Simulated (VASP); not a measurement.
Set up this calculation in VASP 6.6.1, as the native input.

| Property | Result |
| --- | --- |
| Task | single point |
| Functional | PBE |
| Potentials or basis | VASP PAW PBE potentials, release 64 (Mo_sv, W_sv, C) |
| Cutoff | 600 eV |
| k mesh | 4 × 4 × 4 |
| Occupations | gaussian, width 0.2 eV |
| Spin | no spin polarisation |
| Dipole correction | no |
| Further INCAR settings | ALGO = Normal; EDIFF = 1e-06; NBANDS = 38 |

The structure of MoW2C4 lies in POSCAR:

```
MoW2C4
1.0
    0.0000000000      3.4201818458      3.4201818458
    3.4201818458      0.0000000000      3.4201818458
    3.4201818458      3.4201818458      0.0000000000
Mo W C
1 2 4
Direct
    0.7500000000      0.7500000000      0.7500000000
    0.2500000000      0.2500000000      0.2500000000
    0.5000000000      0.5000000000      0.5000000000
    0.0795183672      0.0795183672      0.0795183672
    0.0795183672      0.0795183672      0.7614448985
    0.0795183672      0.7614448985      0.0795183672
    0.7614448985      0.0795183672      0.0795183672
```

The cell was built from a structure type or drawn by symmetry, and may not be a known phase.

These files were run (other wordings do the same):

INCAR

```
PREC = Accurate
ENCUT = 600
EDIFF = 1E-6
ISMEAR = 0
SIGMA = 0.2
LREAL = False
LASPH = True
NELM = 120
ALGO = Normal
ISIF = 2
LWAVE = False
LCHARG = True
GGA = PE
LELF = True
LVHAR = True
NBANDS = 38
GGA_COMPAT = False
```

KPOINTS

```
Automatic mesh
0
Gamma
  4 4 4
```

Potentials or basis: VASP PAW PBE potentials, release 64 (Mo_sv, W_sv, C).

The run is started by

```bash
$ cat potpaw_PBE.64/Mo_sv/POTCAR potpaw_PBE.64/W_sv/POTCAR potpaw_PBE.64/C/POTCAR > POTCAR
$ mpirun -np 1 vasp_std > vasp.out
```

It gave:

```
Pressure               : 0.0 GPa
Largest force          : 0.079 eV/Å
Band gap on the k mesh : zero (bands 29 and 30 overlap by 0.58 eV)
```

Caveat: the k points lie up to 0.40 Å⁻¹ apart, too coarse for converged energies and pressures of a metal; spin-orbit coupling is left out, which moves the levels of the heavy elements.

Wall time 33 s on 1 thread of Intel(R) Xeon(R) Platinum 8559C (Emerald Rapids), with other jobs on the host, peak memory 0.24 GiB.
